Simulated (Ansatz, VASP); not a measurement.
## AlN: VASP beside Ansatz

INCAR

```
ALGO = Normal ; EDIFF = 1E-6
ENCUT = 520 ; GGA = PE
ISIF = 2 ; ISMEAR = 0
LASPH = T ; LCHARG = F
LREAL = F ; LWAVE = F
NBANDS = 36 ; NELM = 100
PREC = Accurate ; SIGMA = 0.05
```

Contents of KPOINTS:

```
k-points
0
Gamma
  5 7 3
```

The input POSCAR:

```
AlN
1.0
    4.4031742006      0.0000000000      0.0000000000
    0.0000000000      2.2015871003     -2.2015871003
    0.0000000000     10.8474019880     10.8474019880
Al N
6 6
Direct
    0.0000000000      0.0000000000      0.1522097409
    0.5000000000      0.5000000000      0.2536896668
    0.0000000000      0.0000000000      0.3551695927
    0.5000000000      0.5000000000      0.4566495186
    0.0000000000      0.0000000000      0.5581294446
    0.5000000000      0.5000000000      0.0507298150
    0.7500000000      0.0000000000      0.2536896668
    0.2500000000      0.5000000000      0.3551695927
    0.7500000000      0.0000000000      0.4566495186
    0.2500000000      0.5000000000      0.5581294446
    0.7500000000      0.0000000000      0.0507298150
    0.2500000000      0.5000000000      0.1522097409
```

Input for Ansatz:

```yaml
crystal:
  lattice:
    - [4.4031742006, 0.0, 0.0]
    - [0.0, 2.2015871003, -2.2015871003]
    - [0.0, 10.847401988, 10.847401988]
  atoms:
    - { symbol: Al, position: [0.0, 0.0, 0.1522097409] }
    - { symbol: Al, position: [0.5, 0.5, 0.2536896668] }
    - { symbol: Al, position: [0.0, 0.0, 0.3551695927] }
    - { symbol: Al, position: [0.5, 0.5, 0.4566495186] }
    - { symbol: Al, position: [0.0, 0.0, 0.5581294446] }
    - { symbol: Al, position: [0.5, 0.5, 0.050729815] }
    - { symbol: "N", position: [0.75, 0.0, 0.2536896668] }
    - { symbol: "N", position: [0.25, 0.5, 0.3551695927] }
    - { symbol: "N", position: [0.75, 0.0, 0.4566495186] }
    - { symbol: "N", position: [0.25, 0.5, 0.5581294446] }
    - { symbol: "N", position: [0.75, 0.0, 0.050729815] }
    - { symbol: "N", position: [0.25, 0.5, 0.1522097409] }
basis:
  ecutwfc: 420
kpoints:
  mp_grid: { grid: [5, 7, 3] }
hamiltonian:
  xc: pbe
scf:
  occupations: { method: gaussian, width: 0.05 }
output:
  forces: true
  stress: true
  eigenvalues: true
```

Alike in both runs: task single point; functional PBE; k mesh 5 × 7 × 3; occupations gaussian, width 0.05 eV; no spin polarisation.

|  | VASP | Ansatz |
| --- | --- | --- |
| version | VASP 6.6.1 | Ansatz 0.2.0 |
| potentials or method | VASP PAW PBE potentials, release 64 (Al, N), cutoff 520 eV | scalar-relativistic, plane waves, PAW |
| valence electrons in the cell | 48 | 48 |

VASP gave:

- gap on the k mesh at the Fermi level (eV): 1.36
- least direct gap on the mesh (eV): 1.65
- rms of the force components (eV/Å): 0.897

Question: Which values does Ansatz return?

Answer: gap on the k mesh at the Fermi level (eV): 1.37; least direct gap on the mesh (eV): 1.66; rms of the force components (eV/Å): 0.895.

Atom by atom the forces differ by 0.004 eV/Å (rms over components). With one functional, cell and mesh, what is left measures potentials, basis and numerics.
